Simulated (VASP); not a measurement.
# CaO (Fm-3m) in VASP: a series of runs, part 3 of 3

VASP 6.6.1. The steps go on from the part before.

## Step 5: Single point, LDA

This run uses another cell than the first one, of 14.69 Å³/atom, 0.997 times its volume.

Contents of INCAR:

```
SYSTEM = CaO
PREC     = Accurate       ! precision mode
ENCUT    = 520            ! plane-wave cutoff, eV
EDIFF    = 1E-6           ! SCF threshold, eV
ISMEAR   = 0              ! smearing method
SIGMA    = 0.05           ! smearing width, eV
LREAL    = .FALSE.        ! projectors in reciprocal space
LASPH    = .TRUE.         ! aspherical terms in the spheres
NELM     = 80             ! most SCF steps
ALGO     = Normal         ! electronic algorithm
ISIF     = 2              ! what is computed and relaxed
LWAVE    = .FALSE.        ! write WAVECAR
LCHARG   = .FALSE.        ! write CHGCAR
GGA      = CA             ! functional
NBANDS   = 15             ! bands
```

Contents of KPOINTS:

```
regular mesh
0
G
  8 8 8
  0 0 0
```

Contents of POSCAR:

```
CaO
1.0
    0.0000000000      2.4489986189      2.4489986189
    2.4489986189      0.0000000000      2.4489986189
    2.4489986189      2.4489986189      0.0000000000
Ca O
1 1
Direct
    0.5000000000      0.5000000000      0.5000000000
    0.0000000000      0.0000000000      0.0000000000
```

Potentials or basis: VASP PAW LDA potentials, release 64 (Ca_sv, O).

Launch:

```sh
cat potpaw_LDA.64/Ca_sv/POTCAR potpaw_LDA.64/O/POTCAR > POTCAR
mpirun -np 1 vasp_std > vasp.out
```

OUTCAR:

```text
SYSTEM = CaO
   PREC = Accurate
   ENCUT = 520
   EDIFF = 1E-6
   ISMEAR = 0
   LREAL = .FALSE.
   LASPH = .TRUE.
   NELM = 80
   ISIF = 2
   GGA = CA

 ion  position               nearest neighbor table
   1  0.500  0.500  0.500-   2 2.45   2 2.45   2 2.45   2 2.45   2 2.45   2 2.45
   2  0.000  0.000  0.000-   1 2.45   1 2.45   1 2.45   1 2.45   1 2.45   1 2.45

  LATTYP: Found a face centered cubic cell.
 ALAT       =     4.8979972378

  Lattice vectors:

 A1 = (   0.0000000000,   2.4489986189,   2.4489986189)
 A2 = (   2.4489986189,   0.0000000000,   2.4489986189)
 A3 = (   2.4489986189,   2.4489986189,   0.0000000000)

Analysis of symmetry for initial positions (statically):
=====================================================================
 Subroutine PRICEL returns:
 Original cell was already a primitive cell.

 Routine SETGRP: Setting up the symmetry group for a
 face centered cubic supercell.

 Subroutine GETGRP returns: Found 48 space group operations
 (whereof 48 operations were pure point group operations)
 out of a pool of 48 trial point group operations.

The static configuration has the point symmetry O_h .

Analysis of symmetry for dynamics (positions and initial velocities):
[... 166 lines left out ...]

 k-point     1 :       0.0000    0.0000    0.0000
  band No.  band energies     occupation
      1     -35.5941      2.00000
      2     -16.6803      2.00000
      3     -16.6803      2.00000
      4     -16.6803      2.00000
      5     -13.4015      2.00000
      6       1.6972      2.00000
      7       1.6972      2.00000
      8       1.6972      2.00000
      9       5.8198      0.00000
     10       7.6692      0.00000
     11       7.6692      0.00000
     12       7.6692      0.00000
     13       9.1297      0.00000
     14       9.1297      0.00000
[... 401 lines left out ...]
      2     -17.4202      2.00000
      3     -16.8907      2.00000
      4     -16.7910      2.00000
      5     -12.6012      2.00000
      6      -0.3173      2.00000
      7       0.6016      2.00000
      8       0.6972      2.00000
      9       8.1225      0.00000
     10       8.1851      0.00000
     11      10.0907      0.00000
     12      10.1822      0.00000
     13      11.4633      0.00000
     14      12.9850      0.00000
     15      14.6179      0.00000

 [... further k-points ...]
[... 5 lines left out ...]
  --------------------------------------------------------------------------------------
  -------------------------------------------------------------------------------------
  Total       -2.0522193     -2.0522193     -2.0522193     -0.0000000     -0.0000000      0.0000000
  in kB     -111.9279986   -111.9279986   -111.9279986     -0.0000000     -0.0000000      0.0000000
  external PRESSURE =    -111.9279986 kB  Pullay stress =       0.0000000 kB

 VOLUME and BASIS-vectors are now :
 -----------------------------------------------------------------------------
  energy-cutoff  :      520.00
  volume of cell :       29.38
      direct lattice vectors                 reciprocal lattice vectors
     0.000000000  2.448998619  2.448998619    -0.204165080  0.204165080  0.204165080
     2.448998619  0.000000000  2.448998619     0.204165080 -0.204165080  0.204165080
     2.448998619  2.448998619  0.000000000     0.204165080  0.204165080 -0.204165080

 POSITION                                       TOTAL-FORCE (eV/Angst)
 -----------------------------------------------------------------------------------
      2.44900      2.44900      2.44900         0.000000      0.000000      0.000000
      0.00000      0.00000      0.00000         0.000000      0.000000     -0.000000
 -----------------------------------------------------------------------------------
    total drift:                                0.000000      0.000000      0.000000

  FREE ENERGIE OF THE ION-ELECTRON SYSTEM (eV)
  ---------------------------------------------------
  free  energy   TOTEN  =       -14.1046950932 eV

  energy  without entropy=      -14.1046950932  energy(sigma->0) =      -14.10469509
```

OSZICAR:

```text
N       E                     dE             d eps       ncg     rms          rms(c)
DAV:   1     0.105958805590E+03    0.10596E+03   -0.80444E+03   870   0.106E+03
DAV:   2    -0.102565730655E+02   -0.11622E+03   -0.10866E+03  1081   0.277E+02
DAV:   3    -0.157334632849E+02   -0.54769E+01   -0.54458E+01  1394   0.551E+01
DAV:   4    -0.158034113605E+02   -0.69948E-01   -0.69878E-01  1008   0.513E+00
DAV:   5    -0.158041216645E+02   -0.71030E-03   -0.71028E-03  1114   0.464E-01    0.843E+00
DAV:   6    -0.142769924363E+02    0.15271E+01   -0.51682E+00   941   0.213E+01    0.393E+00
DAV:   7    -0.141408504960E+02    0.13614E+00   -0.45087E-01   989   0.672E+00    0.183E+00
DAV:   8    -0.141052905163E+02    0.35560E-01   -0.82173E-02  1066   0.300E+00    0.346E-01
DAV:   9    -0.141045834132E+02    0.70710E-03   -0.37210E-03   976   0.472E-01    0.106E-01
DAV:  10    -0.141047187691E+02   -0.13536E-03   -0.26105E-04  1053   0.174E-01    0.531E-02
DAV:  11    -0.141046952297E+02    0.23539E-04   -0.33181E-05  1139   0.605E-02    0.646E-03
DAV:  12    -0.141046950932E+02    0.13657E-06   -0.42249E-06  1151   0.198E-02
   1 F= -.14104695E+02 E0= -.14104695E+02  d E =-.922986E-12
```

Run time: 12 s. Hardware: 1 thread of Intel Xeon Platinum 8259CL at 2.50GHz (Skylake/Cascade Lake), shared host; peak memory 0.14 GiB.

Results:

```yaml
Free_energy: -14.1047 eV
Pressure: -11.2 GPa
Band_gap_on_the_k_mesh: 3.48 eV, indirect (least direct gap 3.86 eV)
```

Levels at points of the mesh, in eV from the valence-band top:
```csv
k point,band 5,band 6,band 7,band 8,band 9,band 10,band 11,band 12
"(0.00, 0.00, 0.00)",-15.10,0.00,0.00,0.00,4.12,5.97,5.97,5.97
"(0.50, 0.00, 0.00)",-14.07,-2.58,-1.12,-1.12,6.70,7.89,8.00,8.00
"(0.50, 0.50, 0.00)",-14.85,-1.33,-0.39,-0.39,3.48,7.60,8.55,9.16
```

## Step 6: Single point, r2SCAN (volume scaled by 0.96)

Contents of POSCAR:

```
CaO
1.0
    0.0000000000      2.3650284807      2.3650284807
    2.3650284807      0.0000000000      2.3650284807
    2.3650284807      2.3650284807      0.0000000000
Ca O
1 1
Direct
    0.5000000000      0.5000000000      0.5000000000
    0.0000000000      0.0000000000      0.0000000000
```

Contents of INCAR.step1:

```
PREC = Accurate
ENCUT = 520
ISMEAR = 0
SIGMA = 0.05
LREAL = F
LASPH = T
NELM = 80
NBANDS = 15
GGA = PE
ALGO = Normal
EDIFF = 1E-4
LWAVE = T
LCHARG = F
```

Contents of INCAR.step2:

```
PREC = Accurate
ENCUT = 520
EDIFF = 1E-6
ISMEAR = 0
SIGMA = 0.05
LREAL = F
LASPH = T
NELM = 80
ALGO = Normal
ISIF = 2
LWAVE = F
LCHARG = F
METAGGA = R2SCAN
LMIXTAU = T
NBANDS = 15
ISTART = 1
```

Contents of KPOINTS:

```
regular mesh
0
Gamma
  8 8 8
```

Potentials or basis: VASP PAW PBE potentials, release 64 (Ca_sv, O).

Launch:

```sh
cat potpaw_PBE.64/Ca_sv/POTCAR potpaw_PBE.64/O/POTCAR > POTCAR
cp INCAR.step1 INCAR
mpirun -np 1 vasp_std > vasp.out
cp INCAR.step2 INCAR
mpirun -np 1 vasp_std > vasp.out
```

OUTCAR:

```text
PREC = Accurate
   ENCUT = 520
   EDIFF = 1E-6
   ISMEAR = 0
   LREAL = F
   LASPH = T
   NELM = 80
   ISIF = 2
   METAGGA = R2SCAN
   ISTART = 1

 ion  position               nearest neighbor table
   1  0.500  0.500  0.500-   2 2.37   2 2.37   2 2.37   2 2.37   2 2.37   2 2.37
   2  0.000  0.000  0.000-   1 2.37   1 2.37   1 2.37   1 2.37   1 2.37   1 2.37

  LATTYP: Found a face centered cubic cell.
 ALAT       =     4.7300569614

  Lattice vectors:
[... 609 lines left out ...]
      7       1.1274      2.00000
      8       1.1695      2.00000
      9       9.8671      0.00000
     10       9.9585      0.00000
     11      12.0331      0.00000
     12      12.3434      0.00000
     13      13.6649      0.00000
     14      15.5147      0.00000
     15      17.8301      0.00000

 [... further k-points ...]
[... 5 lines left out ...]
  --------------------------------------------------------------------------------------
  -------------------------------------------------------------------------------------
  Total        1.0700509      1.0700509      1.0700509      0.0000000     -0.0000000      0.0000000
  in kB       64.8001303     64.8001303     64.8001303      0.0000000     -0.0000000      0.0000000
  external PRESSURE =      64.8001303 kB  Pullay stress =       0.0000000 kB

 VOLUME and BASIS-vectors are now :
 -----------------------------------------------------------------------------
  energy-cutoff  :      520.00
  volume of cell :       26.46
      direct lattice vectors                 reciprocal lattice vectors
     0.000000000  2.365028481  2.365028481    -0.211413945  0.211413945  0.211413945
     2.365028481  0.000000000  2.365028481     0.211413945 -0.211413945  0.211413945
     2.365028481  2.365028481  0.000000000     0.211413945  0.211413945 -0.211413945

 POSITION                                       TOTAL-FORCE (eV/Angst)
 -----------------------------------------------------------------------------------
      2.36503      2.36503      2.36503         0.000000     -0.000000     -0.000000
      0.00000      0.00000      0.00000        -0.000000      0.000000      0.000000
 -----------------------------------------------------------------------------------
    total drift:                                0.000000      0.000000      0.000000

  FREE ENERGIE OF THE ION-ELECTRON SYSTEM (eV)
  ---------------------------------------------------
  free  energy   TOTEN  =       -19.4262861815 eV

  energy  without entropy=      -19.4262861815  energy(sigma->0) =      -19.42628618
```

Wall time 54 s (1 thread of Intel Xeon Platinum 8259CL at 2.50GHz (Skylake/Cascade Lake), shared host); peak memory 0.17 GiB.

Results:

```
Free energy            : -19.4263 eV
Pressure               : 6.5 GPa
Band gap on the k mesh : 4.17 eV, indirect (least direct gap 4.53 eV)
```

Caveat: the cell differs from its parent crystal (volume scaled by 0.96); the PAW data sets were made with another functional, which shifts forces and pressure a little. A k mesh can miss the band edges.

## Step 7: The runs side by side

```csv
level,potentials or basis,cell,gap on the mesh (eV),pressure (GPa)
BLYP,"VASP PAW PBE potentials, release 64 (Ca_sv, O)","a = 3.466 Å, angles 60.0°, 2 atoms",3.73,-1.4
BLYP,"VASP PAW PBE potentials, release 64 (Ca_sv, O)","a = 3.489 Å, angles 60.0°, 2 atoms",3.73,-3.2
PBE+D3(BJ),"VASP PAW PBE potentials, release 64 (Ca_sv, O)","a = 3.463 Å, angles 60.0°, 2 atoms",3.64,-6.4
LDA,"VASP PAW LDA potentials, release 64 (Ca_sv, O)","a = 3.463 Å, angles 60.0°, 2 atoms",3.48,-11.2
r2SCAN,"VASP PAW PBE potentials, release 64 (Ca_sv, O)","a = 3.345 Å, angles 60.0°, 2 atoms",4.17,6.5
```

Alike in all rows: task single point; no spin polarisation; k mesh 8 × 8 × 8; cutoff (eV) 520; smearing gaussian 0.05 eV.

Caveats: the PAW data sets were made with another functional, which shifts forces and pressure a little (some runs).

Absolute energies hang on the potentials; compare differences alone.
